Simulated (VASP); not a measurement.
Input of a VASP 6.6.1 run:

The input INCAR:

```
SYSTEM = LiSi2
  PREC = Accurate
  ENCUT = 520
  EDIFF = 1E-6
  ISMEAR = 0
  SIGMA = 0.1
  LREAL = .False.
  LASPH = .True.
  NELM = 60
  ALGO = Normal
  ISIF = 2
  LWAVE = .False.
  LCHARG = .False.
  GGA = PE
  NBANDS = 12
```

KPOINTS

```
Automatic mesh
0
Gamma
  16 16 16
  0 0 0
```

The input POSCAR:

```
LiSi2
1.0
   -1.9930377131      1.9930377131      2.8076063170
    1.9930377131     -1.9930377131      2.8076063170
    1.9930377131      1.9930377131     -2.8076063170
Li Si
1 2
Direct
    0.0000000000      0.0000000000      0.0000000000
    0.7500000000      0.2500000000      0.5000000000
    0.2500000000      0.7500000000      0.5000000000
```

Potentials or basis: VASP PAW PBE potentials, release 64 (Li_sv, Si).

Command:

```sh
$ cat potpaw_PBE.64/Li_sv/POTCAR potpaw_PBE.64/Si/POTCAR > POTCAR
$ mpirun -np 1 vasp_std > vasp.out
```

(1) What does it give for the band gap on the k mesh?

Results:

(1) zero (an odd number of electrons rules out a gap without spin polarisation).

Caveat: an odd number of electrons without spin polarisation forces a metal; a magnetic or distorted state may lie lower.
